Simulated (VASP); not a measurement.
A run of VASP 6.6.1 is set up as follows.

File INCAR:

```
PREC = Accurate
ENCUT = 520
EDIFF = 1E-7
ISMEAR = 1
SIGMA = 0.1
LREAL = False
LASPH = True
NELM = 80
ALGO = Normal
ISIF = 2
LWAVE = False
LCHARG = False
GGA = PE
NBANDS = 13
```

File KPOINTS:

```
regular mesh
0
Gamma
  24 24 24
```

The input POSCAR:

```
W
1.0
   -1.5919371281      1.5919371281      1.5919371281
    1.5919371281     -1.5919371281      1.5919371281
    1.5919371281      1.5919371281     -1.5919371281
W
1
Direct
    0.0000000000      0.0000000000      0.0000000000
```

Potentials or basis: VASP PAW PBE potentials, release 64 (W_sv).

Run with:

```console
$ cat potpaw_PBE.64/W_sv/POTCAR > POTCAR
$ mpirun -np 1 vasp_std > vasp.out
```

Q: What does it give for the band gap on the k mesh?

A: Zero (bands 7 and 8 overlap by 6.24 eV).

Q: What does it give for the pressure?

A: 0.5 GPa.

Caveat: spin-orbit coupling is left out, which moves the levels of the heavy elements.
